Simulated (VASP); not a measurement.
# Mg5SiSb2 (P4/mmm) in VASP: a series of runs

Mg5SiSb2 is run at these levels: PBE; tasks: single point, relaxation of cell and atoms.

All numbers are computed with VASP 6.6.1; they aren't measurements. Logs are shortened: lines on timing, memory, paths and dates and some standing lists are left out, and cuts for length are marked.

### 1 The cell of the first run

Symmetry: P4/mmm, No. 123, tetragonal system. The conventional cell has a = 4.076 Å, b = 4.076 Å, c = 8.937 Å, α = 90.00°, β = 90.00°, γ = 90.00°. Within 3.8 Å of Mg (site symmetry 2mm) lie 6 Mg at 2.88 to 3.11 Å and 2 Si at 2.94 Å and 4 Sb at 2.94 to 3.11 Å. Within 3.8 Å of Mg (site symmetry 4/mmm) lie 4 Sb at 2.88 Å and 8 Mg at 3.11 Å. Si (site symmetry 4/mmm) has 4 Sb at 2.88 Å and 8 Mg at 2.94 Å within 3.8 Å. Sb (site symmetry 4/mmm) has 12 Mg at 2.88 to 3.11 Å within 3.8 Å. Within 3.8 Å of Sb (site symmetry 4/mmm) lie 4 Si at 2.88 Å and 8 Mg at 2.94 Å.

### 2 Single point, PBE

File INCAR:

```
SYSTEM = Mg5SiSb2
PREC = Accurate
ENCUT = 520
EDIFF = 1E-7
ISMEAR = 0
SIGMA = 0.1
LREAL = .False.
LASPH = .True.
NELM = 100
ALGO = Normal
ISIF = 2
LWAVE = .False.
LCHARG = .False.
GGA = PE
NBANDS = 22
```

File KPOINTS:

```
regular mesh
0
Gamma
  4 4 2
  0 0 0
```

File POSCAR:

```
Mg5SiSb2
1.0
    4.0759132100      0.0000000000      0.0000000000
    0.0000000000      4.0759132100      0.0000000000
    0.0000000000      0.0000000000      8.9365399300
Mg Si Sb
5 1 2
Direct
    0.0000000000      0.5000000000      0.2623090100
    0.5000000000      0.0000000000      0.7376909900
    0.5000000000      0.0000000000      0.2623090100
    0.0000000000      0.5000000000      0.7376909900
    0.5000000000      0.5000000000      0.0000000000
    0.0000000000      0.0000000000      0.5000000000
    0.0000000000      0.0000000000      0.0000000000
    0.5000000000      0.5000000000      0.5000000000
```

Potentials or basis: VASP PAW PBE potentials, release 64 (Mg, Si, Sb).

Command:

```
cat potpaw_PBE.64/Mg/POTCAR potpaw_PBE.64/Si/POTCAR potpaw_PBE.64/Sb/POTCAR > POTCAR
mpirun -np 1 vasp_std > vasp.out
```

OUTCAR:

```text
SYSTEM = Mg5SiSb2
   PREC = Accurate
   ENCUT = 520
   EDIFF = 1E-7
   ISMEAR = 0
   LREAL = .False.
   LASPH = .True.
   NELM = 100
   ISIF = 2
   GGA = PE

 ion  position               nearest neighbor table
   1  0.000  0.500  0.262-   3 2.88   3 2.88   3 2.88   3 2.88   6 2.94   8 2.94   8 2.94   6 2.94
                             7 3.11   5 3.11   5 3.11   7 3.11
   2  0.500  0.000  0.738-   4 2.88   4 2.88   4 2.88   4 2.88   8 2.94   8 2.94   6 2.94   6 2.94
                             7 3.11   5 3.11   7 3.11   5 3.11
   3  0.500  0.000  0.262-   1 2.88   1 2.88   1 2.88   1 2.88   8 2.94   8 2.94   6 2.94   6 2.94
                             7 3.11   5 3.11   7 3.11   5 3.11
   4  0.000  0.500  0.738-   2 2.88   2 2.88   2 2.88   2 2.88   6 2.94   8 2.94   8 2.94   6 2.94
                             7 3.11   5 3.11   5 3.11   7 3.11
   5  0.500  0.500  0.000-   7 2.88   7 2.88   7 2.88   7 2.88   1 3.11   2 3.11   3 3.11   2 3.11
                             1 3.11   4 3.11   3 3.11   4 3.11
   6  0.000  0.000  0.500-   8 2.88   8 2.88   8 2.88   8 2.88   1 2.94   1 2.94   4 2.94   2 2.94
                             2 2.94   3 2.94   3 2.94   4 2.94
   7  0.000  0.000  0.000-   5 2.88   5 2.88   5 2.88   5 2.88   1 3.11   1 3.11   4 3.11   2 3.11
                             2 3.11   3 3.11   3 3.11   4 3.11
   8  0.500  0.500  0.500-   6 2.88   6 2.88   6 2.88   6 2.88   1 2.94   2 2.94   3 2.94   2 2.94
                             1 2.94   4 2.94   3 2.94   4 2.94

  LATTYP: Found a simple tetragonal cell.
 ALAT       =     4.0759132100
 C/A-ratio  =     2.1925245876

  Lattice vectors:

 A1 = (   4.0759132100,   0.0000000000,   0.0000000000)
 A2 = (   0.0000000000,   4.0759132100,   0.0000000000)
 A3 = (   0.0000000000,   0.0000000000,   8.9365399300)

Analysis of symmetry for initial positions (statically):
=====================================================================
 Subroutine PRICEL returns:
 Original cell was already a primitive cell.

 Routine SETGRP: Setting up the symmetry group for a
 simple tetragonal supercell.

 Subroutine GETGRP returns: Found 16 space group operations
 (whereof 16 operations were pure point group operations)
 out of a pool of 16 trial point group operations.

The static configuration has the point symmetry D_4h.

Analysis of symmetry for dynamics (positions and initial velocities):
=====================================================================
 Subroutine PRICEL returns:
 Original cell was already a primitive cell.

 Routine SETGRP: Setting up the symmetry group for a
 simple tetragonal supercell.

 Subroutine GETGRP returns: Found 16 space group operations
 (whereof 16 operations were pure point group operations)
 out of a pool of 16 trial point group operations.

The dynamic configuration has the point symmetry D_4h.

 Subroutine INISYM returns: Found 16 space group operations
 (whereof 16 operations are pure point group operations),
 and found     1 'primitive' translations

----------------------------------------------------------------------------------------

                                     Primitive cell

  volume of cell :     148.4633

  direct lattice vectors                    reciprocal lattice vectors
     4.075913210  0.000000000  0.000000000     0.245343791  0.000000000  0.000000000
     0.000000000  4.075913210  0.000000000     0.000000000  0.245343791  0.000000000
     0.000000000  0.000000000  8.936539930     0.000000000  0.000000000  0.111900132

  length of vectors
     4.075913210  4.075913210  8.936539930     0.245343791  0.245343791  0.111900132

  position of ions in fractional coordinates (direct lattice)
     0.000000000  0.500000000  0.262309010
     0.500000000  0.000000000  0.737690990
     0.500000000  0.000000000  0.262309010
     0.000000000  0.500000000  0.737690990
     0.500000000  0.500000000  0.000000000
     0.000000000  0.000000000  0.500000000
     0.000000000  0.000000000  0.000000000
     0.500000000  0.500000000  0.500000000

  ion indices of the primitive-cell ions
   primitive index   ion index
                 1           1
                 2           2
                 3           3
                 4           4
                 5           5
                 6           6
                 7           7
                 8           8

----------------------------------------------------------------------------------------

 KPOINTS: regular mesh

Automatic generation of k-mesh.
 Grid dimensions read from file:
 generate k-points for:    4    4    2

 Generating k-lattice:

  Cartesian coordinates                     Fractional coordinates (reciprocal lattice)
     0.061335948  0.000000000  0.000000000     0.250000000  0.000000000  0.000000000
     0.000000000  0.061335948  0.000000000     0.000000000  0.250000000  0.000000000
     0.000000000  0.000000000  0.055950066     0.000000000  0.000000000  0.500000000

  Length of vectors
[... 43 lines left out ...]
   LREAL  =      F    real-space projection
   EDIFFG = 0.1E-05   stopping-criterion for IOM
   NSW    =      0    number of steps for IOM
   IBRION =     -1    ionic relax: 0-MD 1-quasi-New 2-CG
   NFREE  =      0    steps in history (QN), initial steepest desc. (CG)
   ISIF   =      2    stress and relaxation
   ISYM   =      2    0-nonsym 1-usesym 2-fastsym
   POTIM  = 0.5000    time-step for ionic-motion
   TEBEG  =    0.0;   TEEND  =   0.0 temperature during run
   PSTRESS=    0.0 pullay stress
   NELECT =      24.0000    total number of electrons
   NUPDOWN=      -1.0000    fix difference up-down
   EMIN   =  10.00;   EMAX   =-10.00  energy-range for DOS
   EFERMI =   0.00;   METHOD = LEGACY
   ISMEAR =     0;   SIGMA  =   0.10  broadening in eV -4-tet -1-fermi 0-gaus
   EFERMI_NEDOS =   21; number of points for ismear=-14 and -15
   IALGO  =     38    algorithm
   IMIX   =      4    mixing-type and parameters
     AMIX     =   0.40;   BMIX     =  1.00
     AMIX_MAG =   1.60;   BMIX_MAG =  1.00
  volume/ion in A,a.u.               =      18.56       125.24
  Fermi-wavevector in a.u.,A,eV,Ry     =   0.891810  1.685276 10.821046  0.795324
  Thomas-Fermi vector in A             =   2.013678
   LORBIT       =      0    0 simple, 1 ext, 2 COOP (PROOUT), +10 PAW based schemes
   GGA     = PE    functional components
   LHFCALC =     F    Hartree Fock is set to
   AEXX    =    0.0000 exact exchange contribution
   IVDW    =     0    specifies the selected vdW correction
   LEPSILON=     F    determine dielectric tensor
   LRPA    =     F    only Hartree local field effects (RPA)
 non-spin polarized calculation
 Gauss-broadening in eV      SIGMA  =   0.10
  energy-cutoff  :      520.00
  volume of cell :      148.46
 maximum number of plane-waves:      4035
   NGX = 15   NGY = 15   NGZ = 33

 number of electron      23.9999997 magnetization

 Free energy of the ion-electron system (eV)
  ---------------------------------------------------
  ext. energy  EPLUGINS =         0.00000000
  ---------------------------------------------------
  free energy    TOTEN  =       -20.73230367 eV

  energy without entropy =      -20.72106420  energy(sigma->0) =      -20.72668394

 E-fermi :   7.0310     XC(G=0): -10.0016

 val. band max:        6.9994674854   @ k =   0.5000   0.2500   0.0000
 cond. band min:       7.1933412136   @ k =   0.5000   0.2500   0.0000
 fundamental gap:      0.1938737281
 Fermi energy:         7.0310150869

 k-point     1 :       0.0000    0.0000    0.0000
  band No.  band energies     occupation
      1      -5.5268      2.00000
      2      -4.1245      2.00000
      3      -0.5801      2.00000
      4       2.2714      2.00000
      5       3.0173      2.00000
      6       3.3517      2.00000
[... 14 lines left out ...]
     21      11.9915      0.00000
     22      11.9915      0.00000

 k-point     2 :       0.2500    0.0000    0.0000
  band No.  band energies     occupation
      1      -5.0063      2.00000
      2      -3.7384      2.00000
      3      -0.3845      2.00000
      4      -0.0250      2.00000
      5       2.2041      2.00000
      6       3.2703      2.00000
[... 242 lines left out ...]
 k-point    12 :       0.5000    0.5000    0.5000
  band No.  band energies     occupation
      1      -2.8522      2.00000
      2      -2.4257      2.00000
      3      -0.7532      2.00000
      4       0.5093      2.00000
      5       0.5093      2.00000
      6       1.8563      2.00000
[... 14 lines left out ...]
     21      13.0135      0.00000
     22      13.0135      0.00000

------------------------ aborting loop because EDIFF is reached ----------------------------------------

  FORCE on cell =-STRESS in cart. coord.  units (eV):
  Direction    XX          YY          ZZ          XY          YZ          ZX
  --------------------------------------------------------------------------------------
  -------------------------------------------------------------------------------------
  Total       14.0242074     14.0242074      5.4740108      0.0000000      0.0000000      0.0000000
  in kB      151.3455490    151.3455490     59.0740808      0.0000000      0.0000000      0.0000000
  external PRESSURE =     120.5883929 kB  Pullay stress =       0.0000000 kB

 VOLUME and BASIS-vectors are now :
 -----------------------------------------------------------------------------
  energy-cutoff  :      520.00
  volume of cell :      148.46
      direct lattice vectors                 reciprocal lattice vectors
     4.075913210  0.000000000  0.000000000     0.245343791  0.000000000  0.000000000
     0.000000000  4.075913210  0.000000000     0.000000000  0.245343791  0.000000000
     0.000000000  0.000000000  8.936539930     0.000000000  0.000000000  0.111900132

 POSITION                                       TOTAL-FORCE (eV/Angst)
 -----------------------------------------------------------------------------------
      0.00000      2.03796      2.34413         0.000000      0.000000     -0.113340
      2.03796      0.00000      6.59240         0.000000     -0.000000      0.113340
      2.03796      0.00000      2.34413         0.000000      0.000000     -0.113340
      0.00000      2.03796      6.59240        -0.000000     -0.000000      0.113340
      2.03796      2.03796      0.00000         0.000000     -0.000000      0.000000
      0.00000      0.00000      4.46827         0.000000     -0.000000      0.000000
      0.00000      0.00000      0.00000         0.000000     -0.000000      0.000000
      2.03796      2.03796      4.46827         0.000000     -0.000000      0.000000
 -----------------------------------------------------------------------------------
    total drift:                               -0.000000     -0.000000     -0.000000

  FREE ENERGIE OF THE ION-ELECTRON SYSTEM (eV)
  ---------------------------------------------------
  free  energy   TOTEN  =       -20.7323036741 eV

  energy  without entropy=      -20.7210642009  energy(sigma->0) =      -20.72668394
```

Run time: 36 s. Hardware: 1 thread of AMD EPYC 7R43 (Zen 3), shared host; peak memory 0.22 GiB.

What came out:

```
Free energy            : -20.7323 eV
Pressure               : 12.1 GPa
Largest force          : 0.113 eV/Å
Band gap on the k mesh : zero (band 12 reaches 7.91 eV, above the bottom of band 13 at 5.82 eV)
```

Forces on the atoms (eV/Å):
```
Mg   0.000  0.000 -0.113
Mg   0.000  0.000  0.113
Mg   0.000  0.000 -0.113
Mg   0.000  0.000  0.113
Mg   0.000  0.000  0.000
Si   0.000  0.000  0.000
Sb   0.000  0.000  0.000
Sb   0.000  0.000  0.000
```

Caveat: the k points lie up to 0.39 Å⁻¹ apart; spin-orbit coupling is left out, which moves the levels of the heavy elements.

### 3 Single point, PBE

This run uses another cell than the first one, of 22.01 Å³/atom, 1.186 times its volume.

File INCAR:

```
SYSTEM = Mg5SiSb2
ALGO = Normal
EDIFF = 1E-7
ENCUT = 520
GGA = PE
ISIF = 2
ISMEAR = 0
LASPH = .TRUE.
LCHARG = .FALSE.
LREAL = .FALSE.
LWAVE = .FALSE.
NBANDS = 22
NELM = 80
PREC = Accurate
SIGMA = 0.1
```

File KPOINTS:

```
k-points
0
G
  4 4 2
  0 0 0
```

File POSCAR:

```
Mg5SiSb2
1.0
    4.4122035919      0.0000000000      0.0000000000
    0.0000000000      4.4122035919      0.0000000000
    0.0000000000      0.0000000000      9.0427992889
Mg Si Sb
5 1 2
Direct
    0.0000000000      0.5000000000      0.2606231368
    0.5000000000      0.0000000000      0.7393768632
    0.5000000000      0.0000000000      0.2606231368
    0.0000000000      0.5000000000      0.7393768632
    0.5000000000      0.5000000000      0.0000000000
    0.0000000000      0.0000000000      0.5000000000
    0.0000000000      0.0000000000      0.0000000000
    0.5000000000      0.5000000000      0.5000000000
```

Potentials or basis: VASP PAW PBE potentials, release 64 (Mg, Si, Sb).

Command:

```
cat potpaw_PBE.64/Mg/POTCAR potpaw_PBE.64/Si/POTCAR potpaw_PBE.64/Sb/POTCAR > POTCAR
mpirun -np 1 vasp_std > vasp.out
```

It took 44 s on 1 thread of AMD EPYC 7R43 (Zen 3), shared host; peak memory 0.27 GiB.

Results (log left out):

```
Free energy            : -21.8033 eV
Pressure               : 0.0 GPa
Largest force          : 0.007 eV/Å
Band gap on the k mesh : zero (band 12 reaches 6.35 eV, above the bottom of band 13 at 4.70 eV)
```

Forces in eV/Å, atoms in the order of the input:
```
Mg   0.000  0.000 -0.007
Mg   0.000  0.000  0.007
Mg   0.000  0.000 -0.007
Mg   0.000  0.000  0.007
Mg   0.000  0.000  0.000
Si   0.000  0.000  0.000
Sb   0.000  0.000  0.000
Sb   0.000  0.000  0.000
```

Stress tensor (GPa, compression positive):
```
 0.12  0.00  0.00
 0.00  0.12  0.00
 0.00  0.00 -0.32
```

Levels at points of the mesh, in eV from the Fermi level:
| k point | band 9 | band 10 | band 11 | band 12 | band 13 | band 14 | band 15 | band 16 |
| --- | --- | --- | --- | --- | --- | --- | --- | --- |
| (0.00, 0.00, 0.00) | -1.78 | -1.78 | -0.29 | 0.19 | 0.35 | 1.11 | 1.11 | 1.52 |
| (0.50, 0.00, 0.00) | -1.30 | -1.05 | -0.73 | -0.66 | -0.43 | -0.05 | 0.28 | 1.80 |
| (0.50, 0.50, 0.00) | -3.56 | -2.65 | -1.67 | -1.67 | -0.70 | 1.00 | 1.51 | 2.51 |
| (0.00, 0.00, 0.50) | -1.92 | -1.32 | 0.19 | 0.53 | 0.91 | 1.07 | 2.17 | 2.17 |
| (0.50, 0.00, 0.50) | -1.67 | -1.13 | -0.94 | -0.91 | -0.62 | 1.02 | 1.76 | 2.09 |
| (0.50, 0.50, 0.50) | -2.67 | -2.36 | -1.46 | -0.84 | -0.32 | -0.32 | -0.25 | -0.25 |

Caveat: spin-orbit coupling is left out, which moves the levels of the heavy elements.

### 4 Relaxation of cell and atoms, PBE

File INCAR:

```
SYSTEM = Mg5SiSb2
PREC = Accurate
ENCUT = 600
EDIFF = 1E-7
ISMEAR = 0
SIGMA = 0.1
LREAL = .False.
LASPH = .True.
NELM = 60
ALGO = Normal
ISIF = 3
LWAVE = .False.
LCHARG = .False.
GGA = PE
IBRION = 2
NSW = 90
EDIFFG = -0.04
```

File KPOINTS:

```
regular mesh
0
Gamma
  4 4 2
  0 0 0
```

File POSCAR:

```
Mg5SiSb2
1.0
    4.0759132100      0.0000000000      0.0000000000
    0.0000000000      4.0759132100      0.0000000000
    0.0000000000      0.0000000000      8.9365399300
Mg Si Sb
5 1 2
Direct
    0.0000000000      0.5000000000      0.2623090100
    0.5000000000      0.0000000000      0.7376909900
    0.5000000000      0.0000000000      0.2623090100
    0.0000000000      0.5000000000      0.7376909900
    0.5000000000      0.5000000000      0.0000000000
    0.0000000000      0.0000000000      0.5000000000
    0.0000000000      0.0000000000      0.0000000000
    0.5000000000      0.5000000000      0.5000000000
```

Command:

```
cat potpaw_PBE.64/Mg/POTCAR potpaw_PBE.64/Si/POTCAR potpaw_PBE.64/Sb/POTCAR > POTCAR
mpirun -np 1 vasp_std > vasp.out
```

Run time: 4.4 min. Hardware: 1 thread of AMD EPYC 7R43 (Zen 3), shared host; peak memory 0.29 GiB.

It converged, with:

```yaml
Free_energy: -21.8039 eV
Relaxed_volume: 21.93 Å³/atom
Relaxed_cell: a = 4.415 Å, b = 4.415 Å, c = 8.999 Å, α = 90.00°, β = 90.00°, γ = 90.00°
Space_group_after_relaxing_to_0.05_Å: P4/mmm (No. 123)
Energy_gained_by_relaxing: 133.9 meV/atom
Ionic_steps: 10
Pressure_after_relaxing: 0.1 GPa
Largest_force_after_relaxing: 0.020 eV/Å
Band_gap_on_the_k_mesh: zero (band 12 reaches 6.38 eV, above the bottom of band 13 at 4.75 eV)
```

Forces on the atoms (eV/Å):
```
Mg   0.000  0.000 -0.020
Mg   0.000  0.000  0.020
Mg   0.000  0.000 -0.020
Mg   0.000  0.000  0.020
Mg   0.000  0.000  0.000
Si   0.000  0.000  0.000
Sb   0.000  0.000  0.000
Sb   0.000  0.000  0.000
```

Stress tensor (GPa, compression positive):
```
0.17 0.00 0.00
0.00 0.17 0.00
0.00 0.00 0.05
```

Step by step:
| step | energy change (eV) | largest force (eV/Å) | pressure (GPa) | volume (Å³) |
| --- | --- | --- | --- | --- |
| 1 | 0.0000 | 0.1134 | 12.06 | 148.46 |
| 2 | -1.0386 | 0.0066 | -1.11 | 180.40 |
| 3 | -1.0460 | 0.0052 | -0.30 | 177.23 |
| 4 | -1.0460 | 0.0053 | -0.46 | 177.84 |
| 5 | -1.0656 | 0.0353 | -0.23 | 176.87 |
| 6 | -1.0691 | 0.0603 | -0.09 | 176.30 |
| 7 | -1.0692 | 0.0667 | -0.06 | 176.18 |
| 8 | -1.0692 | 0.0685 | -0.05 | 176.14 |
| 9 | -1.0702 | 0.0515 | 0.01 | 175.89 |
| 10 | -1.0710 | 0.0195 | 0.13 | 175.42 |

Final structure:
```yaml
crystal:
  lattice:
    - [4.41505, 0.00000, 0.00000]
    - [0.00000, 4.41505, 0.00000]
    - [0.00000, 0.00000, 8.99912]
  atoms:
    - { symbol: Mg, position: [0.00000, 0.50000, 0.26048] }
    - { symbol: Mg, position: [0.50000, 0.00000, 0.73952] }
    - { symbol: Mg, position: [0.50000, 0.00000, 0.26048] }
    - { symbol: Mg, position: [0.00000, 0.50000, 0.73952] }
    - { symbol: Mg, position: [0.50000, 0.50000, 0.00000] }
    - { symbol: Si, position: [0.00000, 0.00000, 0.50000] }
    - { symbol: Sb, position: [0.00000, 0.00000, 0.00000] }
    - { symbol: Sb, position: [0.50000, 0.50000, 0.50000] }
```

Levels at points of the mesh, in eV from the Fermi level:
```
           k point  band 9  band 10  band 11  band 12  band 13  band 14  band 15  band 16
(0.00, 0.00, 0.00)   -1.79    -1.79    -0.31     0.20     0.31     1.09     1.09     1.50
(0.50, 0.00, 0.00)   -1.33    -1.07    -0.76    -0.68    -0.40    -0.02     0.31     1.79
(0.50, 0.50, 0.00)   -3.58    -2.66    -1.67    -1.67    -0.68     1.03     1.56     2.54
(0.00, 0.00, 0.50)   -1.94    -1.33     0.19     0.50     0.95     1.05     2.17     2.17
(0.50, 0.00, 0.50)   -1.70    -1.15    -0.98    -0.94    -0.65     1.00     1.73     2.09
(0.50, 0.50, 0.50)   -2.67    -2.37    -1.45    -0.83    -0.31    -0.31    -0.24    -0.24
```

Caveat: the k points lie up to 0.36 Å⁻¹ apart in the final cell; the volume moved by over 15 % at a fixed basis, so the end points are rough; spin-orbit coupling is left out, which moves the levels of the heavy elements.

### 5 Overview

```tsv
task	cell	cutoff (eV)	gap on the mesh (eV)	pressure (GPa)	largest force (eV/Å)
single point	a = 4.076, b = 4.076, c = 8.937 Å, 8 atoms	520	none	12.1	0.11
single point	a = 4.412, b = 4.412, c = 9.043 Å, 8 atoms	520	none	0.0	0.01
relaxation of cell and atoms	relaxed from a = 4.076, b = 4.076, c = 8.937 Å, 8 atoms	600	none	0.1	0.02
```

Alike in all rows: level PBE; potentials or basis VASP PAW PBE potentials, release 64 (Mg, Si, Sb); no spin polarisation; k mesh 4 × 4 × 2; smearing gaussian 0.1 eV.

Caveats: some runs use coarse meshes; spin-orbit coupling is left out, which moves the levels of the heavy elements; the volume moved by over 15 % at a fixed basis, so the end points are rough (some runs).

Total energies depend on the potentials used, so only differences within one code and one set of settings carry meaning.
